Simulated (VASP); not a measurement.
# TaN (P6_3mc) in VASP: notebook, part 2 of 2

VASP 6.6.1.

### 3 Single point, PBE

File POSCAR:

```
TaN
1.0
    3.0500010905      0.0000000000      0.0000000000
   -1.5250005453      2.6413784260      0.0000000000
    0.0000000000      0.0000000000      4.9400000000
Ta N
2 2
Direct
    0.3333333333      0.6666666667      0.0000000000
    0.6666666667      0.3333333333      0.5000000000
    0.3333333333      0.6666666667      0.3850000000
    0.6666666667      0.3333333333      0.8850000000
```

File INCAR.step1:

```
PREC = Accurate
ENCUT = 520
EDIFF = 1E-6
ISMEAR = -1
SIGMA = 0.03
LREAL = F
LASPH = T
NELM = 60
ALGO = Normal
ISIF = 2
LWAVE = F
LCHARG = T
LMAXMIX = 4
GGA = PE
NBANDS = 24
```

File KPOINTS.step1:

```
Automatic mesh
0
Gamma
  9 9 5
```

File INCAR.step2:

```
PREC = Accurate
ENCUT = 520
EDIFF = 1E-6
ISMEAR = -5
SIGMA = 0.03
LREAL = F
LASPH = T
NELM = 60
ALGO = Normal
ISIF = 2
LWAVE = F
LCHARG = F
LMAXMIX = 4
GGA = PE
LORBIT = 10
NEDOS = 1001
ICHARG = 11
```

File KPOINTS.step2:

```
Automatic mesh
0
Gamma
  14 14 8
```

Potentials or basis: VASP PAW PBE potentials, release 64 (Ta_pv, N).

Started as:

```console
cat potpaw_PBE.64/Ta_pv/POTCAR potpaw_PBE.64/N/POTCAR > POTCAR
cp INCAR.step1 INCAR
cp KPOINTS.step1 KPOINTS
mpirun -np 1 vasp_std > vasp.out
cp INCAR.step2 INCAR
cp KPOINTS.step2 KPOINTS
mpirun -np 1 vasp_std > vasp.out
```

OUTCAR:

```text
PREC = Accurate
   ENCUT = 520
   EDIFF = 1E-6
   ISMEAR = -5
   LREAL = F
   LASPH = T
   NELM = 60
   ISIF = 2
   GGA = PE
   LORBIT = 10
   ICHARG = 11

 ion  position               nearest neighbor table
   1  0.333  0.667  0.000-   4 1.85   4 1.85   4 1.85   3 1.90   2 3.03   2 3.03   2 3.03   2 3.03
                             2 3.03   2 3.03
   2  0.667  0.333  0.500-   3 1.85   3 1.85   3 1.85   4 1.90   1 3.03   1 3.03   1 3.03   1 3.03
                             1 3.03   1 3.03
   3  0.333  0.667  0.385-   2 1.85   2 1.85   2 1.85   1 1.90
   4  0.667  0.333  0.885-   1 1.85   1 1.85   1 1.85   2 1.90

  LATTYP: Found a hexagonal cell.
 ALAT       =     3.0500010905
 C/A-ratio  =     1.6196715520

  Lattice vectors:

 A1 = (   3.0500010905,   0.0000000000,   0.0000000000)
 A2 = (  -1.5250005453,   2.6413784260,   0.0000000000)
 A3 = (   0.0000000000,   0.0000000000,   4.9400000000)

Analysis of symmetry for initial positions (statically):
=====================================================================
 Subroutine PRICEL returns:
 Original cell was already a primitive cell.

 Routine SETGRP: Setting up the symmetry group for a
 hexagonal supercell.

 Subroutine GETGRP returns: Found 12 space group operations
 (whereof  6 operations were pure point group operations)
 out of a pool of 24 trial point group operations.

The static configuration has the point symmetry C_3v.
 The point group associated with its full space group is C_6v.

Analysis of symmetry for dynamics (positions and initial velocities):
=====================================================================
 Subroutine PRICEL returns:
 Original cell was already a primitive cell.

 Routine SETGRP: Setting up the symmetry group for a
 hexagonal supercell.

 Subroutine GETGRP returns: Found 12 space group operations
 (whereof  6 operations were pure point group operations)
 out of a pool of 24 trial point group operations.

The dynamic configuration has the point symmetry C_3v.
 The point group associated with its full space group is C_6v.

 Subroutine INISYM returns: Found 12 space group operations
 (whereof  6 operations are pure point group operations),
 and found     1 'primitive' translations

----------------------------------------------------------------------------------------

                                     Primitive cell

  volume of cell :      39.7977

  direct lattice vectors                    reciprocal lattice vectors
     3.050001090  0.000000000  0.000000000     0.327868735  0.189295103  0.000000000
    -1.525000545  2.641378426  0.000000000     0.000000000  0.378590205  0.000000000
     0.000000000  0.000000000  4.940000000     0.000000000  0.000000000  0.202429150

  length of vectors
     3.050001090  3.050001091  4.940000000     0.378590205  0.378590205  0.202429150

  position of ions in fractional coordinates (direct lattice)
     0.333333333  0.666666667  0.000000000
     0.666666667  0.333333333  0.500000000
     0.333333333  0.666666667  0.385000000
     0.666666667  0.333333333  0.885000000

  ion indices of the primitive-cell ions
   primitive index   ion index
                 1           1
                 2           2
                 3           3
                 4           4

[... 56 lines left out ...]
   number of dos      NEDOS =   1001   number of ions     NIONS =      4
   total plane-waves  NPLWV =  23040
   dimension x,y,z NGX =    24 NGY =   24 NGZ =   40
   dimension x,y,z NGXF=    48 NGYF=   48 NGZF=   80
   ions per type =               2   2
   NGX,Y,Z   is equivalent  to a cutoff of  13.08, 13.08, 13.46 a.u.
   NGXF,Y,Z  is equivalent  to a cutoff of  26.16, 26.16, 26.92 a.u.
 SYSTEM =  unknown system
   PREC   = accura    normal or accurate (medium, high low for compatibility)
   ISTART =      0    job   : 0-new  1-cont  2-samecut
   ICHARG =     11    charge: 1-file 2-atom 10-const
   ISPIN  =      1    spin polarized calculation?
   LNONCOLLINEAR =      F non collinear calculations
   LSORBIT =      F    spin-orbit coupling
   LASPH  =      T    aspherical Exc in radial PAW
   ENCUT  =  520.0 eV  38.22 Ry    6.18 a.u.   5.67  5.67  9.19*2*pi/ulx,y,z
   NELM   =     60;   NELMIN=  2; NELMDL=  0     # of ELM steps
   EDIFF  = 0.1E-05   stopping-criterion for ELM
   LREAL  =      F    real-space projection
   EDIFFG = 0.1E-04   stopping-criterion for IOM
   NSW    =      0    number of steps for IOM
   IBRION =     -1    ionic relax: 0-MD 1-quasi-New 2-CG
   NFREE  =      0    steps in history (QN), initial steepest desc. (CG)
   ISIF   =      2    stress and relaxation
   ISYM   =      2    0-nonsym 1-usesym 2-fastsym
   POTIM  = 0.5000    time-step for ionic-motion
   TEBEG  =    0.0;   TEEND  =   0.0 temperature during run
   PSTRESS=    0.0 pullay stress
   NELECT =      32.0000    total number of electrons
   NUPDOWN=      -1.0000    fix difference up-down
   EMIN   =  10.00;   EMAX   =-10.00  energy-range for DOS
   EFERMI =   0.00;   METHOD = LEGACY
   ISMEAR =    -5;   SIGMA  =   0.03  broadening in eV -4-tet -1-fermi 0-gaus
   EFERMI_NEDOS =   21; number of points for ismear=-14 and -15
   IALGO  =     38    algorithm
   IMIX   =      4    mixing-type and parameters
     AMIX     =   0.40;   BMIX     =  1.00
     AMIX_MAG =   1.60;   BMIX_MAG =  1.00
  volume/ion in A,a.u.               =       9.95        67.14
  Fermi-wavevector in a.u.,A,eV,Ry     =   1.522319  2.876766 31.530886  2.317455
  Thomas-Fermi vector in A             =   2.630914
   LORBIT       =     10    0 simple, 1 ext, 2 COOP (PROOUT), +10 PAW based schemes
   GGA     = PE    functional components
   LHFCALC =     F    Hartree Fock is set to
   AEXX    =    0.0000 exact exchange contribution
   IVDW    =     0    specifies the selected vdW correction
   LEPSILON=     F    determine dielectric tensor
   LRPA    =     F    only Hartree local field effects (RPA)
 non-spin polarized calculation
 Fermi weights with tetrahedron method with Bloechl corrections
  energy-cutoff  :      520.00
  volume of cell :       39.80
 maximum number of plane-waves:      1093
 NGX is ok and might be reduce to    24

 number of electron      32.0000000 magnetization

 Free energy of the ion-electron system (eV)
  ---------------------------------------------------
  ext. energy  EPLUGINS =         0.00000000
  ---------------------------------------------------
  free energy    TOTEN  =       -37.66384191 eV

  energy without entropy =      -37.66384191  energy(sigma->0) =      -37.66384191

 E-fermi :   9.7749     XC(G=0): -13.5439

 val. band max:        9.8281180495   @ k =   0.3571   0.0714   0.3750
 cond. band min:       9.6694864092   @ k =   0.2857  -0.0000   0.1250
 fundamental gap:     -0.1586316403
 Fermi energy:         9.7748648594

 k-point     1 :       0.0000    0.0000    0.0000
  band No.  band energies     occupation
      1     -26.3283      2.00000
      2     -25.2260      2.00000
      3     -25.2260      2.00000
      4     -25.0350      2.00000
      5     -25.0350      2.00000
      6     -24.9732      2.00000
[... 541 lines left out ...]
     19      11.7605      0.00000
     20      13.5009      0.00000

 [... further k-points ...]

------------------------ aborting loop because EDIFF is reached ----------------------------------------

  FORCE on cell =-STRESS in cart. coord.  units (eV):
  Direction    XX          YY          ZZ          XY          YZ          ZX
  --------------------------------------------------------------------------------------
  -------------------------------------------------------------------------------------
  Total       36.7577201     36.7577201     30.8474464     -0.0000000     -0.0000000      0.0000000
  in kB     1479.7950794   1479.7950794   1241.8588315     -0.0000000     -0.0000000      0.0000000
  external PRESSURE =    1400.4829968 kB  Pullay stress =       0.0000000 kB

 VOLUME and BASIS-vectors are now :
 -----------------------------------------------------------------------------
  energy-cutoff  :      520.00
  volume of cell :       39.80
      direct lattice vectors                 reciprocal lattice vectors
     3.050001090  0.000000000  0.000000000     0.327868735  0.189295103  0.000000000
    -1.525000545  2.641378426  0.000000000     0.000000000  0.378590205  0.000000000
     0.000000000  0.000000000  4.940000000     0.000000000  0.000000000  0.202429150

 POSITION                                       TOTAL-FORCE (eV/Angst)
 -----------------------------------------------------------------------------------
     -0.00000      1.76092      0.00000        -0.000000      0.000000      2.400756
      1.52500      0.88046      2.47000         0.000000      0.000000      2.400756
     -0.00000      1.76092      1.90190        -0.000000      0.000000     -2.400756
      1.52500      0.88046      4.37190         0.000000     -0.000000     -2.400756
 -----------------------------------------------------------------------------------
    total drift:                               -0.000000      0.000000      0.006171

  FREE ENERGIE OF THE ION-ELECTRON SYSTEM (eV)
  ---------------------------------------------------
  free  energy   TOTEN  =       -37.6638419071 eV

  energy  without entropy=      -37.6638419071  energy(sigma->0) =      -37.66384191

 total charge

# of ion       s       p       d       tot
------------------------------------------
    1        0.404   6.407   3.003   9.815
    2        0.404   6.407   3.003   9.815
    3        1.298   2.758   0.000   4.055
    4        1.298   2.758   0.000   4.055
--------------------------------------------------
tot          3.404  18.330   6.006  27.740
```

Run time: 2.6 min. Hardware: 1 thread of AMD EPYC 7R13, shared host; peak memory 0.19 GiB.

Results:

- Valence electrons inside the program's atomic spheres: Ta 9.81; N 4.05

Caveat: spin-orbit coupling is left out, which moves the levels of the heavy elements; tetrahedron occupations give inexact forces and stress in metals.
